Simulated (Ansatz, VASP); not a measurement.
AlSn, level by level in two programs

```
CELL_PARAMETERS angstrom
4.14137 0.00000 0.00000
-2.07068 3.58653 0.00000
0.00000 0.00000 3.26215
ATOMIC_POSITIONS crystal
Sn 0.33333 0.66667 0.50000
Al 0.00000 0.00000 0.00000
```

Single points on this cell with VASP 6.6.1 and Ansatz 0.2.0. Each row is one pair of runs. Alike in all rows: spin: off; smearing: fermi-dirac, width 0.05 eV.

```tsv
level	k mesh	VASP's potentials, cutoff	Ansatz's potentials, cutoff	gap on the k mesh at the Fermi level (eV), VASP	gap on the k mesh at the Fermi level (eV), Ansatz	pressure (GPa), VASP	pressure (GPa), Ansatz
LDA	7 × 7 × 8	VASP PAW LDA potentials, release 64 (Sn_d, Al), 520 eV	Ansatz PAW, 420 eV	none	none	-1.0	-1.0
r2SCAN	7 × 7 × 8	VASP PAW PBE potentials, release 64 (Sn_d, Al), 520 eV	Ansatz PAW, 500 eV	none	none	1.1	1.2
PBE0	4 × 4 × 6	VASP PAW PBE potentials, release 64 (Sn_d, Al), 520 eV	Ansatz PAW, 420 eV	none	none	0.7	0.8
```

Pressure (GPa): the two programs differ by at most 0.13.

A gap of «none» marks a metal or a gap that the smearing closes.

The k mesh is coarse in some rows, so the values compare programs but aren't converged.
